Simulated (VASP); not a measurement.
Ge:

```xyz
2
Lattice="1.4881 -2.5947 0.0000 1.4881 2.5947 0.0000 0.0000 0.0000 4.7276" Properties=species:S:1:pos:R:3 pbc="T T T"
Ge    1.4881    0.8643    1.1819
Ge    1.4881   -0.8643    3.5457
```

This isn't the form of Ge at room conditions, which is diamond.

- Program: VASP 6.6.1
- Task: relaxation of cell and atoms
- Functional: revPBE
- Potentials or basis: VASP PAW PBE potentials, release 64 (Ge_d)
- Cutoff: 600 eV
- k mesh: 10 × 10 × 6
- Occupations: fermi-dirac, width 0.05 eV
- Spin: no spin polarisation

At the start: pressure 5.6 GPa; volume 18.25 Å³/atom.

**Question.** Where does the relaxation end?

**Answer.** Over 6 steps the energy falls by 25.3 meV/atom and the volume is 19.69 Å³/atom (+7.9 %); space group P6_3/mmc (No. 194, to 0.1 Å) before and after.

The path:
| step | energy change (eV) | largest force (eV/Å) | pressure (GPa) | volume (Å³) |
| --- | --- | --- | --- | --- |
| 1 | 0.0000 | 0.0012 | 5.63 | 36.51 |
| 2 | -0.0480 | 0.0006 | -1.05 | 40.00 |
| 3 | -0.0499 | 0.0004 | -0.08 | 39.39 |
| 4 | -0.0499 | 0.0004 | -0.17 | 39.44 |
| 5 | -0.0505 | 0.0003 | -0.09 | 39.40 |
| 6 | -0.0507 | 0.0008 | -0.07 | 39.38 |

Final structure:
```yaml
crystal:
  lattice:
    - [1.51383, -2.64479, 0.00000]
    - [1.51383, 2.64479, 0.00000]
    - [0.00000, 0.00000, 4.91740]
  atoms:
    - { symbol: Ge, position: [0.33345, 0.66655, 0.25000] }
    - { symbol: Ge, position: [0.66655, 0.33345, 0.75000] }
```

Caveat: the PAW data sets were made with another functional, which shifts forces and pressure a little.
